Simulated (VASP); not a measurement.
Crystal: Ca.

```
Ca
1.0
    -2.09649    2.10173    2.44535
     2.09649   -2.10173    2.44535
     2.09649    2.10173   -2.44535
Ca
1
Direct
  0.50000 0.50000 0.00000
```

Base run:

- Program: VASP 6.6.1
- Functional: RPBE
- Potentials or basis: VASP PAW PBE potentials, release 64 (Ca_sv)
- Cutoff: 520 eV
- k mesh: 9 × 9 × 9
- Occupations: gaussian, width 0.1 eV
- Spin: no spin polarisation

Its results: band gap on the k mesh zero (band 5 reaches 2.16 eV, above the bottom of band 6 at 1.87 eV); pressure 0.5 GPa.

Problem. The run is repeated on the same cell with these changes: functional from RPBE to PBE; occupations from gaussian, width 0.1 eV to gaussian, width 0.02 eV. What comes out?

Solution. Band gap on the k mesh zero (band 5 reaches 2.05 eV, above the bottom of band 6 at 1.78 eV); pressure -0.4 GPa.

Caveats: the PAW data sets were made with another functional, which shifts forces and pressure a little (some runs).
